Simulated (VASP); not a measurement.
# Ti (Fm-3m) in VASP: single point with PBE

Aim: the single point of Ti with PBE.

Everything below comes from runs of VASP 6.6.1. Logs are shortened: lines on timing, memory, paths and dates and some standing lists are left out, and cuts for length are marked.

## 1. The cell of the first run

It takes space group Fm-3m (No. 225, cubic). Conventional cell: a = 4.118 Å, b = 4.118 Å, c = 4.118 Å, α = 90.00°, β = 90.00°, γ = 90.00°. Within 3.8 Å of Ti (site symmetry m-3m) lie 12 Ti at 2.91 Å.

## 2. Single point, PBE

INCAR reads:

```
  PREC = Accurate
  ENCUT = 520
  EDIFF = 1E-7
  ISMEAR = 0
  SIGMA = 0.05
  LREAL = False
  LASPH = True
  NELM = 80
  ALGO = Fast
  ISIF = 2
  LWAVE = False
  LCHARG = True
  GGA = PE
  LELF = True
  LVHAR = True
  NBANDS = 12
```

KPOINTS reads:

```
regular mesh
0
Gamma
  8 8 8
```

POSCAR reads:

```
Ti
1.0
    0.0000000000      2.0589857413      2.0589857413
    2.0589857413      0.0000000000      2.0589857413
    2.0589857413      2.0589857413      0.0000000000
Ti
1
Direct
    0.0000000000      0.0000000000      0.0000000000
```

Potentials or basis: VASP PAW PBE potentials, release 64 (Ti_sv).

Launch:

```sh
> cat potpaw_PBE.64/Ti_sv/POTCAR > POTCAR
> mpirun -np 1 vasp_std > vasp.out
```

OUTCAR:

```text
PREC = Accurate
   ENCUT = 520
   EDIFF = 1E-7
   ISMEAR = 0
   LREAL = False
   LASPH = True
   NELM = 80
   ISIF = 2
   GGA = PE

 ion  position               nearest neighbor table
   1  0.000  0.000  0.000-

  LATTYP: Found a face centered cubic cell.
 ALAT       =     4.1179714826

  Lattice vectors:

 A1 = (   0.0000000000,   2.0589857413,   2.0589857413)
 A2 = (   2.0589857413,   0.0000000000,   2.0589857413)
 A3 = (   2.0589857413,   2.0589857413,   0.0000000000)

Analysis of symmetry for initial positions (statically):
=====================================================================
 Subroutine PRICEL returns:
 Original cell was already a primitive cell.

 Routine SETGRP: Setting up the symmetry group for a
 face centered cubic supercell.

 Subroutine GETGRP returns: Found 48 space group operations
 (whereof 48 operations were pure point group operations)
 out of a pool of 48 trial point group operations.

The static configuration has the point symmetry O_h .

Analysis of symmetry for dynamics (positions and initial velocities):
=====================================================================
 Subroutine PRICEL returns:
 Original cell was already a primitive cell.

 Routine SETGRP: Setting up the symmetry group for a
 face centered cubic supercell.

 Subroutine GETGRP returns: Found 48 space group operations
 (whereof 48 operations were pure point group operations)
 out of a pool of 48 trial point group operations.

The dynamic configuration has the point symmetry O_h .

 Subroutine INISYM returns: Found 48 space group operations
 (whereof 48 operations are pure point group operations),
 and found     1 'primitive' translations

----------------------------------------------------------------------------------------

                                     Primitive cell

  volume of cell :      17.4578

  direct lattice vectors                    reciprocal lattice vectors
     0.000000000  2.058985741  2.058985741    -0.242838010  0.242838010  0.242838010
     2.058985741  0.000000000  2.058985741     0.242838010 -0.242838010  0.242838010
     2.058985741  2.058985741  0.000000000     0.242838010  0.242838010 -0.242838010

  length of vectors
     2.911845560  2.911845560  2.911845560     0.420607771  0.420607771  0.420607771

  position of ions in fractional coordinates (direct lattice)
     0.000000000  0.000000000  0.000000000

  ion indices of the primitive-cell ions
   primitive index   ion index
                 1           1

[... 82 lines left out ...]
   NELECT =      12.0000    total number of electrons
   NUPDOWN=      -1.0000    fix difference up-down
   EMIN   =  10.00;   EMAX   =-10.00  energy-range for DOS
   EFERMI =   0.00;   METHOD = LEGACY
   ISMEAR =     0;   SIGMA  =   0.05  broadening in eV -4-tet -1-fermi 0-gaus
   EFERMI_NEDOS =   21; number of points for ismear=-14 and -15
   IALGO  =     68    algorithm
   IMIX   =      4    mixing-type and parameters
     AMIX     =   0.40;   BMIX     =  1.00
     AMIX_MAG =   1.60;   BMIX_MAG =  1.00
  volume/ion in A,a.u.               =      17.46       117.81
  Fermi-wavevector in a.u.,A,eV,Ry     =   1.444792  2.730260 28.401115  2.087423
  Thomas-Fermi vector in A             =   2.563047
   LORBIT       =      0    0 simple, 1 ext, 2 COOP (PROOUT), +10 PAW based schemes
   GGA     = PE    functional components
   LHFCALC =     F    Hartree Fock is set to
   AEXX    =    0.0000 exact exchange contribution
   IVDW    =     0    specifies the selected vdW correction
   LEPSILON=     F    determine dielectric tensor
   LRPA    =     F    only Hartree local field effects (RPA)
 non-spin polarized calculation
 RMM-DIIS sequential band-by-band and
 Gauss-broadening in eV      SIGMA  =   0.05
  energy-cutoff  :      520.00
  volume of cell :       17.46
 maximum number of plane-waves:       489
 NGX is ok and might be reduce to    24
   NGX = 11   NGY = 11   NGZ = 11

 number of electron      12.0000002 magnetization

 Free energy of the ion-electron system (eV)
  ---------------------------------------------------
  ext. energy  EPLUGINS =         0.00000000
  ---------------------------------------------------
  free energy    TOTEN  =        -7.77484793 eV

  energy without entropy =       -7.77353125  energy(sigma->0) =       -7.77418959

 E-fermi :   8.2223     XC(G=0): -11.4768

 val. band max:        8.1557545646   @ k =  -0.2500   0.2500   0.0000
 cond. band min:       8.2364396627   @ k =   0.2500   0.0000   0.0000
 fundamental gap:      0.0806850982
 Fermi energy:         8.2222673023

 k-point     1 :       0.0000    0.0000    0.0000
  band No.  band energies     occupation
      1     -48.5695      2.00000
      2     -24.4344      2.00000
      3     -24.4344      2.00000
      4     -24.4344      2.00000
      5       2.0831      2.00000
      6       9.0258      0.00000
      7       9.0258      0.00000
      8       9.0258      0.00000
      9      10.6442      0.00000
     10      10.6442      0.00000
     11      23.3791      0.00000
     12      27.8378      0.00000
[... 331 lines left out ...]
 k-point    24 :      -0.3750    0.2500    0.1250
  band No.  band energies     occupation
      1     -48.4308      2.00000
      2     -24.9976      2.00000
      3     -24.6900      2.00000
      4     -24.5727      2.00000
      5       6.5920      2.00000
      6       7.4037      2.00000
      7       8.4142      0.00000
      8       9.7330      0.00000
      9      11.5526      0.00000
     10      13.6950      0.00000
     11      16.1044      0.00000
     12      21.6449      0.00000

 [... further k-points ...]

------------------------ aborting loop because EDIFF is reached ----------------------------------------

  FORCE on cell =-STRESS in cart. coord.  units (eV):
  Direction    XX          YY          ZZ          XY          YZ          ZX
  --------------------------------------------------------------------------------------
  -------------------------------------------------------------------------------------
  Total       -0.0830108     -0.0830108     -0.0830108      0.0000000      0.0000000      0.0000000
  in kB       -7.6182491     -7.6182491     -7.6182491      0.0000000      0.0000000      0.0000000
  external PRESSURE =      -7.6182491 kB  Pullay stress =       0.0000000 kB

 VOLUME and BASIS-vectors are now :
 -----------------------------------------------------------------------------
  energy-cutoff  :      520.00
  volume of cell :       17.46
      direct lattice vectors                 reciprocal lattice vectors
     0.000000000  2.058985741  2.058985741    -0.242838010  0.242838010  0.242838010
     2.058985741  0.000000000  2.058985741     0.242838010 -0.242838010  0.242838010
     2.058985741  2.058985741  0.000000000     0.242838010  0.242838010 -0.242838010

 POSITION                                       TOTAL-FORCE (eV/Angst)
 -----------------------------------------------------------------------------------
      0.00000      0.00000      0.00000         0.000000      0.000000      0.000000
 -----------------------------------------------------------------------------------
    total drift:                               -0.000000     -0.000000     -0.000000

  FREE ENERGIE OF THE ION-ELECTRON SYSTEM (eV)
  ---------------------------------------------------
  free  energy   TOTEN  =        -7.7748479277 eV

  energy  without entropy=       -7.7735312529  energy(sigma->0) =       -7.77418959
```

OSZICAR:

```text
N       E                     dE             d eps       ncg     rms          rms(c)
DAV:   1     0.868209273168E+02    0.86821E+02   -0.66504E+03   696   0.121E+03
DAV:   2    -0.457761060036E+01   -0.91399E+02   -0.89211E+02   704   0.291E+02
DAV:   3    -0.870821675947E+01   -0.41306E+01   -0.40905E+01   960   0.639E+01
[... 15 lines left out ...]
RMM:  19    -0.777484690822E+01   -0.66378E-06   -0.63544E-06   816   0.149E-02    0.307E-04
RMM:  20    -0.777484742919E+01   -0.52097E-06   -0.51185E-06   735   0.957E-03    0.222E-04
RMM:  21    -0.777484765717E+01   -0.22799E-06   -0.21423E-06   622   0.683E-03    0.312E-04
RMM:  22    -0.777484783302E+01   -0.17585E-06   -0.17897E-06   544   0.465E-03    0.250E-04
RMM:  23    -0.777484792769E+01   -0.94666E-07   -0.96838E-07   529   0.381E-03
   1 F= -.77748479E+01 E0= -.77741896E+01  d E =-.131667E-02
```

stdout:

```text
POSCAR found type information on POSCAR Ti
 POSCAR found :  1 types and       1 ions
 scaLAPACK will be used
 LDA part: xc-table for (Slater+PW92), standard interpolation
 POSCAR, INCAR and KPOINTS ok, starting setup
 FFT: planning ... GRIDC
 FFT: planning ... GRID_SOFT
 FFT: planning ... GRID
 WAVECAR not read
 entering main loop
WARNING in EDDRMM: call to ZHEGV failed, returncode =   8  4      6
```

Wall time 10 s (1 thread of Intel Xeon 6455B, shared host); peak memory 0.14 GiB.

Results:

- Free energy: -7.7748 eV
- Pressure: -0.8 GPa
- Band gap on the k mesh: zero (band 6 reaches 9.03 eV, above the bottom of band 7 at 7.78 eV)
